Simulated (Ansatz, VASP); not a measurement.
# Au: VASP beside Ansatz

The input INCAR:

```
ALGO     = Fast           # electronic algorithm
EDIFF    = 1E-6           # SCF threshold, eV
ENCUT    = 520            # plane-wave cutoff, eV
GGA      = PS             # functional
ISIF     = 2              # what is computed and relaxed
ISMEAR   = 0              # smearing method
LASPH    = T              # aspherical terms in the spheres
LCHARG   = F              # write CHGCAR
LREAL    = F              # projectors in reciprocal space
LWAVE    = F              # write WAVECAR
NBANDS   = 30             # bands
NELM     = 100            # most SCF steps
PREC     = Accurate       # precision mode
SIGMA    = 0.15           # smearing width, eV
```

KPOINTS

```
k-points
0
Gamma
  17 17 5
```

The input POSCAR:

```
Au
1.0
   -1.6572690000      1.6572690000     -1.6572690000
   -1.6572690000     -1.6572690000      1.6572690000
    0.0000000000      7.3361827812      7.3361827812
Au
4
Direct
    0.0000000000      0.0000000000      0.7906620750
    0.5000000000      0.5000000000      0.1129517250
    0.0000000000      0.0000000000      0.3388551750
    0.5000000000      0.5000000000      0.5647586250
```

Input for Ansatz:

```yaml
crystal:
  lattice:
    - [-1.657269, 1.657269, -1.657269]
    - [-1.657269, -1.657269, 1.657269]
    - [0.0, 7.3361827812, 7.3361827812]
  atoms:
    - { symbol: Au, position: [0.0, 0.0, 0.790662075] }
    - { symbol: Au, position: [0.5, 0.5, 0.112951725] }
    - { symbol: Au, position: [0.0, 0.0, 0.338855175] }
    - { symbol: Au, position: [0.5, 0.5, 0.564758625] }
basis:
  ecutwfc: 420
kpoints:
  mp_grid: { grid: [17, 17, 5] }
hamiltonian:
  xc: pbesol
scf:
  occupations: { method: gaussian, width: 0.15 }
output:
  forces: true
  stress: true
  eigenvalues: true
```

Alike in both runs: task single point; functional PBEsol; k mesh 17 × 17 × 5; occupations gaussian, width 0.15 eV; no spin polarisation.

|  | VASP | Ansatz |
| --- | --- | --- |
| version | VASP 6.6.1 | Ansatz 0.2.0 |
| potentials or method | VASP PAW PBE potentials, release 64 (Au), cutoff 520 eV | scalar-relativistic, plane waves, PAW |
| valence electrons in the cell | 44 | 76 |

VASP gave:

```
gap on the k mesh at the Fermi level (eV)                     : none
pressure (GPa)                                                : -11.4
traceless stress, the component that is largest in VASP (GPa) : -0.75
rms of the force components (eV/Å)                            : 0.026
```

Problem. What did Ansatz give for the same quantities?

Solution. gap on the k mesh at the Fermi level (eV): none; pressure (GPa): -11.3; traceless stress, the component that is largest in VASP (GPa): -0.75; rms of the force components (eV/Å): 0.028.

VASP's potentials were made for PBE, not for PBEsol. Atom by atom the forces differ by 0.004 eV/Å (rms over components). A gap of «none» marks a metal or a gap that the smearing closes. VASP's potentials hold 44 valence electrons a cell and Ansatz's 76, so a difference there can come from the potentials and not from the codes.

Neither program's run includes spin-orbit coupling.
